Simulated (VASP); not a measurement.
A run of VASP 6.6.1:

The input INCAR:

```
  PREC = Accurate
  ENCUT = 520
  EDIFF = 1E-6
  ISMEAR = 0
  SIGMA = 0.1
  LREAL = False
  LASPH = True
  NELM = 80
  ALGO = Normal
  ISIF = 2
  LWAVE = False
  LCHARG = False
  GGA = PE
  NBANDS = 32
```

File KPOINTS:

```
Automatic mesh
0
Gamma
  9 9 9
```

The input POSCAR:

```
InB3
1.0
    3.3232691738      1.9186903521      2.5082908807
   -3.3232691738      1.9186903521      2.5082908807
    0.0000000000     -3.8373807041      2.5082908808
In B
2 6
Direct
    0.3262953589      0.3262953589      0.3262953589
    0.6737046411      0.6737046411      0.6737046411
    0.9389726227      0.3199690196      0.9389726227
    0.9389726227      0.9389726227      0.3199690196
    0.3199690196      0.9389726227      0.9389726227
    0.0610273773      0.6800309804      0.0610273773
    0.6800309804      0.0610273773      0.0610273773
    0.0610273773      0.0610273773      0.6800309804
```

Potentials or basis: VASP PAW PBE potentials, release 64 (In_d, B).

Run with:

```bash
$ cat potpaw_PBE.64/In_d/POTCAR potpaw_PBE.64/B/POTCAR > POTCAR
$ mpirun -np 1 vasp_std > vasp.out
```

Hardware: 1 thread of Intel(R) Xeon(R) Platinum 8259CL CPU @ 2.50GHz (Skylake/Cascade Lake), on a shared host.

Q: How long does it take, and how much memory?

A: Wall time 2.9 min on 1 thread of Intel(R) Xeon(R) Platinum 8259CL CPU @ 2.50GHz (Skylake/Cascade Lake), on a shared host, peak memory 0.34 GiB. Counts: scf iterations 13, k points 85.
